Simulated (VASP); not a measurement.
# CaF2 (soc) (Fm-3m) in VASP: single point with PBEsol

Aim: the single point of CaF2 (soc) with PBEsol.

All numbers are computed with VASP 6.6.1; they aren't measurements. Logs are shortened: lines on timing, memory, paths and dates and some standing lists are left out, and cuts for length are marked.

## 1. The cell of the first run

It takes space group Fm-3m (No. 225, cubic). Conventional cell: a = 5.421 Å, b = 5.421 Å, c = 5.421 Å, α = 90.00°, β = 90.00°, γ = 90.00°. Within 3.1 Å of Ca (site symmetry m-3m) lie 8 F at 2.35 Å. F (site symmetry -43m) has 4 Ca at 2.35 Å and 6 F at 2.71 Å within 3.1 Å.

## 2. Single point, PBEsol, non-collinear spin, zero start, spin-orbit coupling

INCAR reads:

```
SYSTEM = CaF2
PREC = Accurate
ENCUT = 600
EDIFF = 1E-6
ISMEAR = 0
SIGMA = 0.02
LREAL = .FALSE.
LASPH = .TRUE.
NELM = 200
ALGO = Normal
ISIF = 2
LWAVE = .FALSE.
LCHARG = .TRUE.
MAGMOM = 0 0 0 0 0 0 0 0 0
LORBIT = 11
LSORBIT = .TRUE.
GGA_COMPAT = .FALSE.
LORBMOM = .TRUE.
GGA = PS
LVHAR = .TRUE.
NBANDS = 37
```

KPOINTS reads:

```
Automatic mesh
0
G
  8 8 8
  0 0 0
```

POSCAR reads:

```
CaF2
1.0
    0.0000000000      2.7103819580      2.7103819580
    2.7103819580      0.0000000000      2.7103819580
    2.7103819580      2.7103819580      0.0000000000
Ca F
1 2
Direct
    0.0000000000      0.0000000000      0.0000000000
    0.2500000000      0.2500000000      0.2500000000
    0.7500000000      0.7500000000      0.7500000000
```

Potentials or basis: VASP PAW PBE potentials, release 64 (Ca_sv, F).

Started as:

```console
> cat potpaw_PBE.64/Ca_sv/POTCAR potpaw_PBE.64/F/POTCAR > POTCAR
> mpirun -np 1 vasp_ncl > vasp.out
```

OUTCAR:

```text
SYSTEM = CaF2
   PREC = Accurate
   ENCUT = 600
   EDIFF = 1E-6
   ISMEAR = 0
   LREAL = .FALSE.
   LASPH = .TRUE.
   NELM = 200
   ISIF = 2
   LORBIT = 11
   LSORBIT = .TRUE.
   GGA = PS

 ion  position               nearest neighbor table
   1  0.000  0.000  0.000-   3 2.35   2 2.35   3 2.35   2 2.35   3 2.35   3 2.35   2 2.35   2 2.35

   2  0.250  0.250  0.250-   1 2.35   1 2.35   1 2.35   1 2.35
   3  0.750  0.750  0.750-   1 2.35   1 2.35   1 2.35   1 2.35

  LATTYP: Found a face centered cubic cell.
 ALAT       =     5.4207639160

  Lattice vectors:

 A1 = (   0.0000000000,   2.7103819580,   2.7103819580)
 A2 = (   2.7103819580,   0.0000000000,   2.7103819580)
 A3 = (   2.7103819580,   2.7103819580,   0.0000000000)

Analysis of symmetry for initial positions (statically):
=====================================================================
 Subroutine PRICEL returns:
 Original cell was already a primitive cell.

 Routine SETGRP: Setting up the symmetry group for a
 face centered cubic supercell.

 Subroutine GETGRP returns: Found 48 space group operations
 (whereof 48 operations were pure point group operations)
 out of a pool of 48 trial point group operations.

The static configuration has the point symmetry O_h .

Analysis of symmetry for dynamics (positions and initial velocities):
=====================================================================
 Subroutine PRICEL returns:
 Original cell was already a primitive cell.

 Routine SETGRP: Setting up the symmetry group for a
 face centered cubic supercell.

 Subroutine GETGRP returns: Found 48 space group operations
 (whereof 48 operations were pure point group operations)
 out of a pool of 48 trial point group operations.

The dynamic configuration has the point symmetry O_h .

Analysis of structural, dynamic, and magnetic symmetry:
=====================================================================
 Subroutine PRICEL returns:
 Original cell was already a primitive cell.

 Routine SETGRP: Setting up the symmetry group for a
 face centered cubic supercell.

 Subroutine GETGRP returns: Found 48 space group operations
 (whereof 48 operations were pure point group operations)
 out of a pool of 48 trial point group operations.

The overall configuration has the point symmetry O_h .

 Subroutine INISYM returns: Found 48 space group operations
 (whereof 48 operations are pure point group operations),
 and found     1 'primitive' translations

----------------------------------------------------------------------------------------

                                     Primitive cell

  volume of cell :      39.8219

  direct lattice vectors                    reciprocal lattice vectors
     0.000000000  2.710381958  2.710381958    -0.184475844  0.184475844  0.184475844
     2.710381958  0.000000000  2.710381958     0.184475844 -0.184475844  0.184475844
     2.710381958  2.710381958  0.000000000     0.184475844  0.184475844 -0.184475844

  length of vectors
     3.833058924  3.833058924  3.833058924     0.319521535  0.319521535  0.319521535

  position of ions in fractional coordinates (direct lattice)
     0.000000000  0.000000000  0.000000000
     0.250000000  0.250000000  0.250000000
     0.750000000  0.750000000  0.750000000

  ion indices of the primitive-cell ions
   primitive index   ion index
                 1           1
                 2           2
                 3           3

----------------------------------------------------------------------------------------

 KPOINTS: Automatic mesh

Automatic generation of k-mesh.
 Grid dimensions read from file:
 generate k-points for:    8    8    8

 Generating k-lattice:

  Cartesian coordinates                     Fractional coordinates (reciprocal lattice)
[... 95 lines left out ...]
   NGX = 15   NGY = 15   NGZ = 15

 number of electron      24.0000000 magnetization       0.0000000      0.0000000      0.0000000

 number of electron      23.9999987 magnetization      -0.0000000     -0.0000000      0.0000000

 number of electron      23.9999987 magnetization       0.0000000      0.0000000     -0.0000000

 Free energy of the ion-electron system (eV)
  ---------------------------------------------------
  ext. energy  EPLUGINS =         0.00000000
  ---------------------------------------------------
  free energy    TOTEN  =       -17.90769806 eV

  energy without entropy =      -17.90769806  energy(sigma->0) =      -17.90769806

 E-fermi :  -0.8656     XC(G=0): -10.0154

 val. band max:       -0.9627600729   @ k =   0.5000   0.5000   0.0000
 cond. band min:       6.2616895612   @ k =   0.0000   0.0000   0.0000
 fundamental gap:      7.2244496341
 Fermi energy:        -0.8656310321

 k-point     1 :       0.0000    0.0000    0.0000
  band No.  band energies     occupation
      1     -36.6661      1.00000
      2     -36.6661      1.00000
      3     -20.8428      1.00000
      4     -20.8428      1.00000
      5     -20.0172      1.00000
      6     -20.0172      1.00000
[... 925 lines left out ...]
     35      11.5924      0.00000
     36      11.5924      0.00000

 [... further k-points ...]

 [bands above 36 left out]

------------------------ aborting loop because EDIFF is reached ----------------------------------------

  FORCE on cell =-STRESS in cart. coord.  units (eV):
  Direction    XX          YY          ZZ          XY          YZ          ZX
  --------------------------------------------------------------------------------------
  -------------------------------------------------------------------------------------
  Total        0.0596373      0.0596373      0.0596373      0.0000000      0.0000000     -0.0000000
  in kB        2.3994224      2.3994224      2.3994224      0.0000000      0.0000000     -0.0000000
  external PRESSURE =       2.3994224 kB  Pullay stress =       0.0000000 kB

 VOLUME and BASIS-vectors are now :
 -----------------------------------------------------------------------------
  energy-cutoff  :      600.00
  volume of cell :       39.82
      direct lattice vectors                 reciprocal lattice vectors
     0.000000000  2.710381958  2.710381958    -0.184475844  0.184475844  0.184475844
     2.710381958  0.000000000  2.710381958     0.184475844 -0.184475844  0.184475844
     2.710381958  2.710381958  0.000000000     0.184475844  0.184475844 -0.184475844

 POSITION                                       TOTAL-FORCE (eV/Angst)
 -----------------------------------------------------------------------------------
      0.00000      0.00000      0.00000         0.000000      0.000000      0.000000
      1.35519      1.35519      1.35519        -0.000000     -0.000000      0.000000
      4.06557      4.06557      4.06557        -0.000000      0.000000     -0.000000
 -----------------------------------------------------------------------------------
    total drift:                               -0.000000     -0.000000     -0.000000

  FREE ENERGIE OF THE ION-ELECTRON SYSTEM (eV)
  ---------------------------------------------------
  free  energy   TOTEN  =       -17.9076980648 eV

  energy  without entropy=      -17.9076980648  energy(sigma->0) =      -17.90769806

 orbital moment (x)

 # of ion     p       d       tot
 ----------------------------------------
  1         0.000   0.000   0.000
  2         0.000   0.000   0.000
  3        -0.000   0.000  -0.000
 ----------------------------------------
            0.000   0.000   0.000

 orbital moment (y)

 # of ion     p       d       tot
 ----------------------------------------
  1         0.000   0.000   0.000
  2        -0.000   0.000  -0.000
  3        -0.000   0.000  -0.000
 ----------------------------------------
           -0.000   0.000  -0.000

 orbital moment (z)

 # of ion     p       d       tot
 ----------------------------------------
  1         0.000  -0.000  -0.000
  2         0.000   0.000   0.000
  3         0.000   0.000   0.000
 ----------------------------------------
            0.000  -0.000  -0.000

 Spin-Orbit-Coupling matrix elements

 Ion:    1  E_soc:     -0.0056924
 l=   1
     0.0000000    -0.0009474    -0.0009474
    -0.0009474     0.0000000    -0.0009474
    -0.0009474    -0.0009474     0.0000000
 l=   2
     0.0000000    -0.0000004     0.0000000    -0.0000004    -0.0000010
    -0.0000004     0.0000000    -0.0000007    -0.0000004    -0.0000002
     0.0000000    -0.0000007     0.0000000    -0.0000007     0.0000000
    -0.0000004    -0.0000004    -0.0000007     0.0000000    -0.0000002
    -0.0000010    -0.0000002     0.0000000    -0.0000002     0.0000000
 l=   3
     0.0000000     0.0000000     0.0000000     0.0000000     0.0000000     0.0000000     0.0000000
     0.0000000     0.0000000     0.0000000     0.0000000     0.0000000     0.0000000     0.0000000
     0.0000000     0.0000000     0.0000000     0.0000000     0.0000000     0.0000000     0.0000000
     0.0000000     0.0000000     0.0000000     0.0000000     0.0000000     0.0000000     0.0000000
[... 29 lines left out ...]
 l=   2
     0.0000000     0.0000000     0.0000000     0.0000000     0.0000000
     0.0000000     0.0000000     0.0000000     0.0000000     0.0000000
     0.0000000     0.0000000     0.0000000     0.0000000     0.0000000
     0.0000000     0.0000000     0.0000000     0.0000000     0.0000000
     0.0000000     0.0000000     0.0000000     0.0000000     0.0000000
 l=   3
     0.0000000     0.0000000     0.0000000     0.0000000     0.0000000     0.0000000     0.0000000
     0.0000000     0.0000000     0.0000000     0.0000000     0.0000000     0.0000000     0.0000000
     0.0000000     0.0000000     0.0000000     0.0000000     0.0000000     0.0000000     0.0000000
     0.0000000     0.0000000     0.0000000     0.0000000     0.0000000     0.0000000     0.0000000
     0.0000000     0.0000000     0.0000000     0.0000000     0.0000000     0.0000000     0.0000000
     0.0000000     0.0000000     0.0000000     0.0000000     0.0000000     0.0000000     0.0000000
     0.0000000     0.0000000     0.0000000     0.0000000     0.0000000     0.0000000     0.0000000

 total charge

# of ion       s       p       d       tot
------------------------------------------
    1        2.023   5.871   0.230   8.124
    2        1.726   4.381   0.000   6.107
    3        1.726   4.381   0.000   6.107
--------------------------------------------------
tot          5.476  14.633   0.230  20.339

 magnetization (x)

# of ion       s       p       d       tot
------------------------------------------
    1        0.000  -0.000   0.000   0.000
    2        0.000  -0.000   0.000  -0.000
    3        0.000  -0.000   0.000  -0.000
--------------------------------------------------
tot          0.000  -0.000   0.000  -0.000

 magnetization (y)

# of ion       s       p       d       tot
------------------------------------------
    1        0.000   0.000   0.000   0.000
    2        0.000   0.000   0.000   0.000
    3        0.000   0.000   0.000   0.000
--------------------------------------------------
tot          0.000   0.000   0.000   0.000

 magnetization (z)

# of ion       s       p       d       tot
------------------------------------------
    1        0.000   0.000   0.000   0.000
    2       -0.000  -0.000   0.000  -0.000
    3        0.000  -0.000   0.000  -0.000
--------------------------------------------------
tot          0.000  -0.000   0.000  -0.000
```

Wall time 2.6 min (1 thread of AMD EPYC 7R13, shared host); peak memory 0.31 GiB.

Results:

```yaml
Free_energy: -17.9077 eV
Pressure: 0.2 GPa
Net_moment: 0.00 μB per cell
Valence_electrons_inside_the_program's_atomic_spheres: Ca 8.12; F 6.11
```

Moments on the atoms (μB; x, y, z):
```
Ca  0.00 0.00 0.00
F   0.00 0.00 0.00
F   0.00 0.00 0.00
```

Caveat: the PAW data sets were made with another functional, which shifts forces and pressure a little.
